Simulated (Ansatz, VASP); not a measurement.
One calculation of Ca, two programs

Contents of INCAR:

```
SYSTEM = Ca
  PREC = Accurate
  ENCUT = 520
  EDIFF = 1E-7
  ISMEAR = -1
  SIGMA = 0.1
  LREAL = .FALSE.
  LASPH = .TRUE.
  NELM = 60
  ALGO = Normal
  ISIF = 2
  LWAVE = .FALSE.
  LCHARG = .FALSE.
  GGA = RP
  NBANDS = 11
```

The input KPOINTS:

```
regular mesh
0
G
  16 16 16
  0 0 0
```

The input POSCAR:

```
Ca
1.0
    0.0000000000      2.9191109894      2.9191109894
    2.9191109894      0.0000000000      2.9191109894
    2.9191109894      2.9191109894      0.0000000000
Ca
1
Direct
    0.0000000000      0.0000000000      0.0000000000
```

Input for Ansatz:

```yaml
crystal:
  lattice:
    - [0.0, 2.9191109894, 2.9191109894]
    - [2.9191109894, 0.0, 2.9191109894]
    - [2.9191109894, 2.9191109894, 0.0]
  atoms:
    - { symbol: Ca, position: [0.0, 0.0, 0.0] }
hamiltonian:
  xc: rpbe
  pseudopotentials:
    kind: paw
    azcp:
      Ca: "pseudopotentials/Ca.paw.azcp"
basis:
  ecutwfc: 420
  fft_grid_basis: typed
kpoints:
  mp_grid: { grid: [16, 16, 16], shift: [0, 0, 0] }
magnetization:
  spin_polarized: false
scf:
  occupations: { method: fermi_dirac, width: 0.1 }
output:
  stress: true
```

Alike in both runs: task single point; functional RPBE; k mesh 16 × 16 × 16; occupations fermi-dirac, width 0.1 eV; no spin polarisation.

|  | VASP | Ansatz |
| --- | --- | --- |
| version | VASP 6.6.1 | Ansatz 0.2.0 |
| potentials or method | VASP PAW PBE potentials, release 64 (Ca_sv), cutoff 520 eV | plane waves (420 eV) with PAW, scalar-relativistic |
| valence electrons in the cell | 10 | 10 |

```csv
,VASP,Ansatz,Ansatz less VASP
pressure (GPa),-1.5,-1.5,0.00
```

VASP's potentials were made for PBE, not for RPBE.
